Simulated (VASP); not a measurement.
# PdI (WC type) (P-6m2) in VASP: single point with LDA

Aim: the single point of PdI (WC type) with LDA.

Program: VASP 6.6.1. These are calculated values, not measurements. Logs are shortened: lines on timing, memory, paths and dates and some standing lists are left out, and cuts for length are marked.

### Step 1. The cell of the first run

It takes space group P-6m2 (No. 187, hexagonal). The conventional cell has a = 3.648 Å, b = 3.648 Å, c = 3.555 Å, α = 90.00°, β = 90.00°, γ = 120.00°. Pd (site symmetry -6m2) has 6 I at 2.76 Å and 2 Pd at 3.56 Å within 3.6 Å. Within 3.6 Å of I (site symmetry -6m2) lie 6 Pd at 2.76 Å and 2 I at 3.56 Å.

### Step 2. Single point, LDA

INCAR reads:

```
  ALGO = Normal
  EDIFF = 1E-7
  ENCUT = 520
  ISIF = 2
  ISMEAR = -1
  LASPH = True
  LCHARG = True
  LELF = True
  LREAL = False
  LVHAR = True
  LWAVE = False
  NBANDS = 16
  NELM = 100
  PREC = Accurate
  SIGMA = 0.1
```

KPOINTS reads:

```
k-points
0
Gamma
  13 13 11
```

POSCAR reads:

```
PdI
1.0
    3.6482240574      0.0000000000      0.0000000000
   -1.8241120287      3.1594547124      0.0000000000
    0.0000000000      0.0000000000      3.5551657760
Pd I
1 1
Direct
    0.0000000000      0.0000000000      0.0000000000
    0.3333333333      0.6666666667      0.5000000000
```

Potentials or basis: VASP PAW LDA potentials, release 64 (Pd, I).

On the command line:

```sh
$ cat potpaw_LDA.64/Pd/POTCAR potpaw_LDA.64/I/POTCAR > POTCAR
$ mpirun -np 1 vasp_std > vasp.out
```

OUTCAR:

```text
EDIFF = 1E-7
   ENCUT = 520
   ISIF = 2
   ISMEAR = -1
   LASPH = True
   LREAL = False
   NELM = 100
   PREC = Accurate

 ion  position               nearest neighbor table
   1  0.000  0.000  0.000-   2 2.76   2 2.76   2 2.76   2 2.76   2 2.76   2 2.76
   2  0.333  0.667  0.500-   1 2.76   1 2.76   1 2.76   1 2.76   1 2.76   1 2.76

  LATTYP: Found a hexagonal cell.
 ALAT       =     3.6482240574
 C/A-ratio  =     0.9744921694

  Lattice vectors:

 A1 = (   3.6482240574,   0.0000000000,   0.0000000000)
 A2 = (  -1.8241120287,   3.1594547124,   0.0000000000)
 A3 = (   0.0000000000,   0.0000000000,   3.5551657760)

Analysis of symmetry for initial positions (statically):
=====================================================================
 Subroutine PRICEL returns:
 Original cell was already a primitive cell.

 Routine SETGRP: Setting up the symmetry group for a
 hexagonal supercell.

 Subroutine GETGRP returns: Found 12 space group operations
 (whereof 12 operations were pure point group operations)
 out of a pool of 24 trial point group operations.

The static configuration has the point symmetry D_3h.

Analysis of symmetry for dynamics (positions and initial velocities):
=====================================================================
 Subroutine PRICEL returns:
 Original cell was already a primitive cell.

 Routine SETGRP: Setting up the symmetry group for a
 hexagonal supercell.

 Subroutine GETGRP returns: Found 12 space group operations
 (whereof 12 operations were pure point group operations)
 out of a pool of 24 trial point group operations.

The dynamic configuration has the point symmetry D_3h.

 Subroutine INISYM returns: Found 12 space group operations
 (whereof 12 operations are pure point group operations),
 and found     1 'primitive' translations

----------------------------------------------------------------------------------------

                                     Primitive cell

  volume of cell :      40.9783

  direct lattice vectors                    reciprocal lattice vectors
     3.648224057  0.000000000  0.000000000     0.274105972  0.158255157  0.000000000
    -1.824112029  3.159454712  0.000000000     0.000000000  0.316510313  0.000000000
     0.000000000  0.000000000  3.555165776     0.000000000  0.000000000  0.281280836

  length of vectors
     3.648224057  3.648224057  3.555165776     0.316510313  0.316510313  0.281280836

  position of ions in fractional coordinates (direct lattice)
     0.000000000  0.000000000  0.000000000
     0.333333333  0.666666667  0.500000000

  ion indices of the primitive-cell ions
[... 72 lines left out ...]
   LASPH  =      T    aspherical Exc in radial PAW
   ENCUT  =  520.0 eV  38.22 Ry    6.18 a.u.   6.78  6.78  6.61*2*pi/ulx,y,z
   NELM   =    100;   NELMIN=  2; NELMDL= -5     # of ELM steps
   EDIFF  = 0.1E-06   stopping-criterion for ELM
   LREAL  =      F    real-space projection
   EDIFFG = 0.1E-05   stopping-criterion for IOM
   NSW    =      0    number of steps for IOM
   IBRION =     -1    ionic relax: 0-MD 1-quasi-New 2-CG
   NFREE  =      0    steps in history (QN), initial steepest desc. (CG)
   ISIF   =      2    stress and relaxation
   ISYM   =      2    0-nonsym 1-usesym 2-fastsym
   POTIM  = 0.5000    time-step for ionic-motion
   TEBEG  =    0.0;   TEEND  =   0.0 temperature during run
   PSTRESS=    0.0 pullay stress
   NELECT =      17.0000    total number of electrons
   NUPDOWN=      -1.0000    fix difference up-down
   EMIN   =  10.00;   EMAX   =-10.00  energy-range for DOS
   EFERMI =   0.00;   METHOD = LEGACY
   ISMEAR =    -1;   SIGMA  =   0.10  broadening in eV -4-tet -1-fermi 0-gaus
   EFERMI_NEDOS =   21; number of points for ismear=-14 and -15
   IALGO  =     38    algorithm
   IMIX   =      4    mixing-type and parameters
     AMIX     =   0.40;   BMIX     =  1.00
     AMIX_MAG =   1.60;   BMIX_MAG =  1.00
  volume/ion in A,a.u.               =      20.49       138.27
  Fermi-wavevector in a.u.,A,eV,Ry     =   1.220975  2.307307 20.283280  1.490779
  Thomas-Fermi vector in A             =   2.356173
   LORBIT       =      0    0 simple, 1 ext, 2 COOP (PROOUT), +10 PAW based schemes
   GGA     = CA    functional components
   LHFCALC =     F    Hartree Fock is set to
   AEXX    =    0.0000 exact exchange contribution
   IVDW    =     0    specifies the selected vdW correction
   LEPSILON=     F    determine dielectric tensor
   LRPA    =     F    only Hartree local field effects (RPA)
 non-spin polarized calculation
  energy-cutoff  :      520.00
  volume of cell :       40.98
 maximum number of plane-waves:      1121
 NGX is ok and might be reduce to    28
   NGX = 13   NGY = 13   NGZ = 13

 number of electron      16.9999996 magnetization

 Free energy of the ion-electron system (eV)
  ---------------------------------------------------
  ext. energy  EPLUGINS =         0.00000000
  ---------------------------------------------------
  free energy    TOTEN  =        -8.07153055 eV

  energy without entropy =       -8.02225509  energy(sigma->0) =       -8.04689282

 E-fermi :   9.7459     XC(G=0): -11.5976

 val. band max:        9.7444134829   @ k =   0.3077   0.1538   0.3636
 cond. band min:       9.7541345347   @ k =   0.0769  -0.0000   0.0909
 fundamental gap:      0.0097210517
 Fermi energy:         9.7459234936

 k-point     1 :       0.0000    0.0000    0.0000
  band No.  band energies     occupation
      1      -6.0292      2.00000
      2       5.4136      2.00000
      3       5.4136      2.00000
      4       5.7732      2.00000
      5       6.7208      2.00000
      6       7.0688      2.00000
[... 433 lines left out ...]
      3       5.3207      2.00000
      4       5.5398      2.00000
      5       6.2570      2.00000
      6       6.9812      2.00000
[... 8 lines left out ...]
     15      22.0130      0.00000
     16      22.4346      0.00000

 [... further k-points ...]
[... 5 lines left out ...]
  --------------------------------------------------------------------------------------
  -------------------------------------------------------------------------------------
  Total        2.3672846      2.3672846      2.3732668      0.0000000     -0.0000000      0.0000000
  in kB       92.5566361     92.5566361     92.7905305      0.0000000     -0.0000000      0.0000000
  external PRESSURE =      92.6346009 kB  Pullay stress =       0.0000000 kB

 VOLUME and BASIS-vectors are now :
 -----------------------------------------------------------------------------
  energy-cutoff  :      520.00
  volume of cell :       40.98
      direct lattice vectors                 reciprocal lattice vectors
     3.648224057  0.000000000  0.000000000     0.274105972  0.158255157  0.000000000
    -1.824112029  3.159454712  0.000000000     0.000000000  0.316510313  0.000000000
     0.000000000  0.000000000  3.555165776     0.000000000  0.000000000  0.281280836

 POSITION                                       TOTAL-FORCE (eV/Angst)
 -----------------------------------------------------------------------------------
      0.00000      0.00000      0.00000        -0.000000     -0.000000      0.000000
     -0.00000      2.10630      1.77758         0.000000      0.000000      0.000000
 -----------------------------------------------------------------------------------
    total drift:                                0.000000     -0.000000     -0.000000

  FREE ENERGIE OF THE ION-ELECTRON SYSTEM (eV)
  ---------------------------------------------------
  free  energy   TOTEN  =        -8.0715305520 eV

  energy  without entropy=       -8.0222550864  energy(sigma->0) =       -8.04689282
```

OSZICAR:

```text
N       E                     dE             d eps       ncg     rms          rms(c)
DAV:   1     0.869414293111E+02    0.86941E+02   -0.71884E+03  4040   0.910E+02
DAV:   2    -0.533409592191E+01   -0.92276E+02   -0.84360E+02  5144   0.201E+02
DAV:   3    -0.811467840967E+01   -0.27806E+01   -0.27696E+01  5072   0.361E+01
DAV:   4    -0.814802305897E+01   -0.33345E-01   -0.33342E-01  5376   0.423E+00
DAV:   5    -0.814878600317E+01   -0.76294E-03   -0.76294E-03  5224   0.621E-01    0.138E+01
DAV:   6    -0.808873483306E+01    0.60051E-01   -0.35646E-02  4824   0.204E+00    0.840E+00
DAV:   7    -0.807707654477E+01    0.11658E-01   -0.86875E-02  4872   0.269E+00    0.126E+00
DAV:   8    -0.807210718684E+01    0.49694E-02   -0.10741E-02  5328   0.128E+00    0.488E-01
DAV:   9    -0.807155093555E+01    0.55625E-03   -0.18668E-03  4360   0.303E-01    0.161E-01
DAV:  10    -0.807153389934E+01    0.17036E-04   -0.12314E-04  5184   0.884E-02    0.890E-02
DAV:  11    -0.807153061161E+01    0.32877E-05   -0.62203E-06  5320   0.265E-02    0.327E-02
DAV:  12    -0.807153055200E+01    0.59607E-07   -0.51144E-07  5160   0.695E-03
   1 F= -.80715306E+01 E0= -.80468928E+01  d E =-.492755E-01
```

Wall time 26 s (1 thread of Intel Xeon 6975P-C (Granite Rapids), shared host); peak memory 0.21 GiB.

Results:

| Property | Result |
| --- | --- |
| Free energy | -8.0715 eV |
| Pressure | 9.3 GPa |

Caveat: spin-orbit coupling is left out, which moves the levels of the heavy elements; an odd number of electrons without spin polarisation forces a metal; a magnetic or distorted state may lie lower.
